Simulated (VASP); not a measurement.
# BAs (F-43m) in VASP: settings compared

Aim: see how the results for BAs move with the level of theory and the settings. Levels: PBE, r2SCAN. Tasks: single point.

Everything below comes from runs of VASP 6.6.1. Logs are shortened: lines on timing, memory, paths and dates and some standing lists are left out, and cuts for length are marked.

### 1 The cell of the first run

It takes space group F-43m (No. 216, cubic). The conventional cell has a = 4.688 Å, b = 4.688 Å, c = 4.688 Å, α = 90.00°, β = 90.00°, γ = 90.00°. B (site symmetry -43m) has 4 As at 2.03 Å within 2.7 Å. Within 2.7 Å of As (site symmetry -43m) lie 4 B at 2.03 Å.

### 2 Single point, PBE (strain -2.0%)

INCAR

```
  PREC = Accurate
  ENCUT = 560
  EDIFF = 1E-6
  ISMEAR = -1
  SIGMA = 0.02
  LREAL = F
  LASPH = T
  NELM = 120
  ALGO = Normal
  ISIF = 2
  LWAVE = F
  LCHARG = F
  GGA = PE
  NBANDS = 16
  GGA_COMPAT = F
```

KPOINTS

```
Automatic mesh
0
Gamma
  10 10 10
```

POSCAR

```
BAs
1.0
    0.0000000000      2.3440302520      2.3440302520
    2.3440302520      0.0000000000      2.3440302520
    2.3440302520      2.3440302520      0.0000000000
B As
1 1
Direct
    0.0000000000      0.0000000000      0.0000000000
    0.2500000000      0.2500000000      0.2500000000
```

Potentials or basis: VASP PAW PBE potentials, release 64 (B, As_d).

On the command line:

```console
$ cat potpaw_PBE.64/B/POTCAR potpaw_PBE.64/As_d/POTCAR > POTCAR
$ mpirun -np 1 vasp_std > vasp.out
```

OUTCAR:

```text
PREC = Accurate
   ENCUT = 560
   EDIFF = 1E-6
   ISMEAR = -1
   LREAL = F
   LASPH = T
   NELM = 120
   ISIF = 2
   GGA = PE

 ion  position               nearest neighbor table
   1  0.000  0.000  0.000-   2 2.03   2 2.03   2 2.03   2 2.03
   2  0.250  0.250  0.250-   1 2.03   1 2.03   1 2.03   1 2.03

  LATTYP: Found a face centered cubic cell.
 ALAT       =     4.6880605040

  Lattice vectors:

 A1 = (   0.0000000000,   2.3440302520,   2.3440302520)
 A2 = (   2.3440302520,   0.0000000000,   2.3440302520)
 A3 = (   2.3440302520,   2.3440302520,   0.0000000000)

Analysis of symmetry for initial positions (statically):
=====================================================================
 Subroutine PRICEL returns:
 Original cell was already a primitive cell.

 Routine SETGRP: Setting up the symmetry group for a
 face centered cubic supercell.

 Subroutine GETGRP returns: Found 24 space group operations
 (whereof 24 operations were pure point group operations)
 out of a pool of 48 trial point group operations.

The static configuration has the point symmetry T_d .

Analysis of symmetry for dynamics (positions and initial velocities):
=====================================================================
 Subroutine PRICEL returns:
 Original cell was already a primitive cell.

 Routine SETGRP: Setting up the symmetry group for a
 face centered cubic supercell.

 Subroutine GETGRP returns: Found 24 space group operations
 (whereof 24 operations were pure point group operations)
 out of a pool of 48 trial point group operations.

The dynamic configuration has the point symmetry T_d .

 Subroutine INISYM returns: Found 24 space group operations
 (whereof 24 operations are pure point group operations),
 and found     1 'primitive' translations

----------------------------------------------------------------------------------------

                                     Primitive cell

  volume of cell :      25.7584

  direct lattice vectors                    reciprocal lattice vectors
     0.000000000  2.344030252  2.344030252    -0.213307827  0.213307827  0.213307827
     2.344030252  0.000000000  2.344030252     0.213307827 -0.213307827  0.213307827
     2.344030252  2.344030252  0.000000000     0.213307827  0.213307827 -0.213307827

  length of vectors
     3.314959373  3.314959373  3.314959373     0.369459994  0.369459994  0.369459994

  position of ions in fractional coordinates (direct lattice)
     0.000000000  0.000000000  0.000000000
     0.250000000  0.250000000  0.250000000

  ion indices of the primitive-cell ions
   primitive index   ion index
                 1           1
                 2           2

----------------------------------------------------------------------------------------

 KPOINTS: Automatic mesh

Automatic generation of k-mesh.
 Grid dimensions read from file:
 generate k-points for:   10   10   10

 Generating k-lattice:

  Cartesian coordinates                     Fractional coordinates (reciprocal lattice)
    -0.021330783  0.021330783  0.021330783     0.100000000  0.000000000  0.000000000
     0.021330783 -0.021330783  0.021330783     0.000000000  0.100000000  0.000000000
     0.021330783  0.021330783 -0.021330783     0.000000000  0.000000000  0.100000000

  Length of vectors
     0.036945999  0.036945999  0.036945999

  Shift w.r.t. Gamma in fractional coordinates (k-lattice)
     0.000000000  0.000000000  0.000000000

 Subroutine IBZKPT returns following result:
 ===========================================

 Found     47 irreducible k-points:

 Following reciprocal coordinates:
            Coordinates               Weight
  0.000000  0.000000  0.000000      1.000000
  0.100000  0.000000  0.000000      8.000000
  0.200000  0.000000  0.000000      8.000000
  0.300000  0.000000  0.000000      8.000000
  0.400000  0.000000  0.000000      8.000000
  0.500000  0.000000  0.000000      4.000000
[... 16 lines left out ...]
  0.300000  0.300000  0.000000      6.000000
  0.400000  0.300000  0.000000     24.000000
 [... further k-points ...]
   k-points           NKPTS =     47   k-points in BZ     NKDIM =     47   number of bands    NBANDS=     16
   number of dos      NEDOS =    301   number of ions     NIONS =      2
   total plane-waves  NPLWV =  21952
   dimension x,y,z NGX =    28 NGY =   28 NGZ =   28
   dimension x,y,z NGXF=    56 NGYF=   56 NGZF=   56
   ions per type =               1   1
   NGX,Y,Z   is equivalent  to a cutoff of  14.04, 14.04, 14.04 a.u.
   NGXF,Y,Z  is equivalent  to a cutoff of  28.08, 28.08, 28.08 a.u.
 SYSTEM =  unknown system
   PREC   = accura    normal or accurate (medium, high low for compatibility)
   ISTART =      0    job   : 0-new  1-cont  2-samecut
   ICHARG =      2    charge: 1-file 2-atom 10-const
   ISPIN  =      1    spin polarized calculation?
   LNONCOLLINEAR =      F non collinear calculations
   LSORBIT =      F    spin-orbit coupling
   LASPH  =      T    aspherical Exc in radial PAW
   ENCUT  =  560.0 eV  41.16 Ry    6.42 a.u.   6.40  6.40  6.40*2*pi/ulx,y,z
   NELM   =    120;   NELMIN=  2; NELMDL= -5     # of ELM steps
   EDIFF  = 0.1E-05   stopping-criterion for ELM
   LREAL  =      F    real-space projection
   EDIFFG = 0.1E-04   stopping-criterion for IOM
   NSW    =      0    number of steps for IOM
   IBRION =     -1    ionic relax: 0-MD 1-quasi-New 2-CG
   NFREE  =      0    steps in history (QN), initial steepest desc. (CG)
   ISIF   =      2    stress and relaxation
   ISYM   =      2    0-nonsym 1-usesym 2-fastsym
   POTIM  = 0.5000    time-step for ionic-motion
   TEBEG  =    0.0;   TEEND  =   0.0 temperature during run
   PSTRESS=    0.0 pullay stress
   NELECT =      18.0000    total number of electrons
   NUPDOWN=      -1.0000    fix difference up-down
   EMIN   =  10.00;   EMAX   =-10.00  energy-range for DOS
   EFERMI =   0.00;   METHOD = LEGACY
   ISMEAR =    -1;   SIGMA  =   0.02  broadening in eV -4-tet -1-fermi 0-gaus
   EFERMI_NEDOS =   21; number of points for ismear=-14 and -15
   IALGO  =     38    algorithm
   IMIX   =      4    mixing-type and parameters
     AMIX     =   0.40;   BMIX     =  1.00
     AMIX_MAG =   1.60;   BMIX_MAG =  1.00
  volume/ion in A,a.u.               =      12.88        86.91
  Fermi-wavevector in a.u.,A,eV,Ry     =   1.452755  2.745309 28.715066  2.110498
  Thomas-Fermi vector in A             =   2.570101
   LORBIT       =      0    0 simple, 1 ext, 2 COOP (PROOUT), +10 PAW based schemes
   GGA     = PE    functional components
   LHFCALC =     F    Hartree Fock is set to
   AEXX    =    0.0000 exact exchange contribution
   IVDW    =     0    specifies the selected vdW correction
   LEPSILON=     F    determine dielectric tensor
   LRPA    =     F    only Hartree local field effects (RPA)
 non-spin polarized calculation
  energy-cutoff  :      560.00
  volume of cell :       25.76
 maximum number of plane-waves:       794
 NGX is ok and might be reduce to    28
   NGX = 13   NGY = 13   NGZ = 13

 number of electron      17.9999993 magnetization

 Free energy of the ion-electron system (eV)
  ---------------------------------------------------
  ext. energy  EPLUGINS =         0.00000000
  ---------------------------------------------------
  free energy    TOTEN  =       -11.37557029 eV

  energy without entropy =      -11.37557029  energy(sigma->0) =      -11.37557029

 E-fermi :   5.8973     XC(G=0): -11.4123

 val. band max:        5.3587615419   @ k =   0.0000   0.0000   0.0000
 cond. band min:       6.4858892099   @ k =   0.4000   0.4000   0.0000
 fundamental gap:      1.1271276680
 Fermi energy:         5.8973104147

 k-point     1 :       0.0000    0.0000    0.0000
  band No.  band energies     occupation
      1     -30.4940      2.00000
      2     -30.4940      2.00000
      3     -30.4940      2.00000
      4     -30.4650      2.00000
      5     -30.4650      2.00000
      6     -10.5679      2.00000
[... 8 lines left out ...]
     15      18.7990      0.00000
     16      18.7990      0.00000

 k-point     2 :       0.1000    0.0000    0.0000
  band No.  band energies     occupation
      1     -30.4936      2.00000
      2     -30.4930      2.00000
      3     -30.4930      2.00000
      4     -30.4650      2.00000
      5     -30.4650      2.00000
      6     -10.3952      2.00000
[... 8 lines left out ...]
     15      17.5657      0.00000
     16      17.5657      0.00000

 k-point     3 :       0.2000    0.0000    0.0000
  band No.  band energies     occupation
      1     -30.4926      2.00000
      2     -30.4907      2.00000
      3     -30.4907      2.00000
      4     -30.4647      2.00000
      5     -30.4647      2.00000
      6      -9.8845      2.00000
[... 8 lines left out ...]
     15      16.7899      0.00000
     16      16.9272      0.00000

 k-point     4 :       0.3000    0.0000    0.0000
  band No.  band energies     occupation
      1     -30.4913      2.00000
      2     -30.4884      2.00000
      3     -30.4884      2.00000
      4     -30.4637      2.00000
      5     -30.4637      2.00000
      6      -9.0700      2.00000
[... 8 lines left out ...]
     15      17.2937      0.00000
     16      17.2937      0.00000

 k-point     5 :       0.4000    0.0000    0.0000
  band No.  band energies     occupation
      1     -30.4903      2.00000
      2     -30.4870      2.00000
      3     -30.4870      2.00000
      4     -30.4625      2.00000
      5     -30.4625      2.00000
      6      -8.0814      2.00000
[... 8 lines left out ...]
     15      18.9542      0.00000
     16      18.9542      0.00000

 k-point     6 :       0.5000    0.0000    0.0000
  band No.  band energies     occupation
      1     -30.4899      2.00000
      2     -30.4866      2.00000
      3     -30.4866      2.00000
      4     -30.4619      2.00000
      5     -30.4619      2.00000
      6      -7.4871      2.00000
[... 8 lines left out ...]
     15      20.5119      0.00000
     16      20.5119      0.00000

 k-point     7 :       0.1000    0.1000    0.0000
  band No.  band energies     occupation
      1     -30.4946      2.00000
      2     -30.4921      2.00000
      3     -30.4921      2.00000
      4     -30.4657      2.00000
      5     -30.4643      2.00000
      6     -10.3374      2.00000
[... 8 lines left out ...]
     15      16.2425      0.00000
     16      19.0539      0.00000

 k-point     8 :       0.2000    0.1000    0.0000
  band No.  band energies     occupation
      1     -30.4945      2.00000
      2     -30.4899      2.00000
      3     -30.4897      2.00000
      4     -30.4662      2.00000
      5     -30.4635      2.00000
      6      -9.9385      2.00000
[... 8 lines left out ...]
     15      17.3872      0.00000
     16      18.4217      0.00000

 k-point     9 :       0.3000    0.1000    0.0000
  band No.  band energies     occupation
      1     -30.4931      2.00000
      2     -30.4877      2.00000
      3     -30.4872      2.00000
      4     -30.4659      2.00000
      5     -30.4626      2.00000
      6      -9.2211      2.00000
[... 8 lines left out ...]
     15      17.9905      0.00000
     16      18.5253      0.00000
[... 172 lines left out ...]
 k-point    19 :       0.5000    0.2000    0.0000
  band No.  band energies     occupation
      1     -30.4920      2.00000
      2     -30.4833      2.00000
      3     -30.4817      2.00000
      4     -30.4661      2.00000
      5     -30.4609      2.00000
      6      -7.2384      2.00000
[... 8 lines left out ...]
     15      20.7816      0.00000
     16      20.8371      0.00000

 k-point    20 :      -0.4000    0.2000    0.0000
  band No.  band energies     occupation
      1     -30.4898      2.00000
      2     -30.4847      2.00000
      3     -30.4822      2.00000
      4     -30.4643      2.00000
      5     -30.4625      2.00000
      6      -7.0476      2.00000
[... 8 lines left out ...]
     15      18.3243      0.00000
     16      20.8739      0.00000

 k-point    21 :      -0.3000    0.2000    0.0000
  band No.  band energies     occupation
      1     -30.4892      2.00000
      2     -30.4863      2.00000
      3     -30.4839      2.00000
      4     -30.4645      2.00000
      5     -30.4630      2.00000
      6      -7.8620      2.00000
[... 8 lines left out ...]
     15      17.9225      0.00000
     16      21.2811      0.00000

 k-point    22 :      -0.2000    0.2000    0.0000
  band No.  band energies     occupation
      1     -30.4908      2.00000
      2     -30.4870      2.00000
      3     -30.4868      2.00000
      4     -30.4656      2.00000
      5     -30.4627      2.00000
      6      -8.7921      2.00000
[... 8 lines left out ...]
     15      18.4252      0.00000
     16      20.1706      0.00000

 k-point    23 :       0.3000    0.3000    0.0000
  band No.  band energies     occupation
      1     -30.4982      2.00000
      2     -30.4809      2.00000
      3     -30.4809      2.00000
      4     -30.4700      2.00000
      5     -30.4601      2.00000
      6      -8.5458      2.00000
[... 8 lines left out ...]
     15      21.0988      0.00000
     16      21.1010      0.00000

 k-point    24 :       0.4000    0.3000    0.0000
  band No.  band energies     occupation
      1     -30.4980      2.00000
      2     -30.4789      2.00000
      3     -30.4786      2.00000
      4     -30.4704      2.00000
      5     -30.4593      2.00000
      6      -7.7701      2.00000
[... 8 lines left out ...]
     15      21.9380      0.00000
     16      21.9414      0.00000

 [... further k-points ...]

------------------------ aborting loop because EDIFF is reached ----------------------------------------

  FORCE on cell =-STRESS in cart. coord.  units (eV):
  Direction    XX          YY          ZZ          XY          YZ          ZX
  --------------------------------------------------------------------------------------
  -------------------------------------------------------------------------------------
  Total        1.8498943      1.8498943      1.8498943     -0.0000000      0.0000000     -0.0000000
  in kB      115.0635752    115.0635752    115.0635752     -0.0000000      0.0000000     -0.0000000
  external PRESSURE =     115.0635752 kB  Pullay stress =       0.0000000 kB

 VOLUME and BASIS-vectors are now :
 -----------------------------------------------------------------------------
  energy-cutoff  :      560.00
  volume of cell :       25.76
      direct lattice vectors                 reciprocal lattice vectors
     0.000000000  2.344030252  2.344030252    -0.213307827  0.213307827  0.213307827
     2.344030252  0.000000000  2.344030252     0.213307827 -0.213307827  0.213307827
     2.344030252  2.344030252  0.000000000     0.213307827  0.213307827 -0.213307827

 POSITION                                       TOTAL-FORCE (eV/Angst)
 -----------------------------------------------------------------------------------
      0.00000      0.00000      0.00000        -0.000000     -0.000000      0.000000
      1.17202      1.17202      1.17202         0.000000      0.000000     -0.000000
 -----------------------------------------------------------------------------------
    total drift:                                0.000001      0.000001      0.000001

  FREE ENERGIE OF THE ION-ELECTRON SYSTEM (eV)
  ---------------------------------------------------
  free  energy   TOTEN  =       -11.3755702888 eV

  energy  without entropy=      -11.3755702888  energy(sigma->0) =      -11.37557029
```

It took 35 s on 1 thread of Intel Xeon Platinum 8259CL at 2.50GHz (Skylake/Cascade Lake), shared host; peak memory 0.16 GiB.

What came out:

```
Free energy            : -11.3756 eV
Pressure               : 11.5 GPa
Band gap on the k mesh : 1.13 eV (least direct gap 3.36 eV)
```

Caveat: the cell differs from its parent crystal (strain -2.0%); the cell stands under pressure.

[end of part 1 of 2]
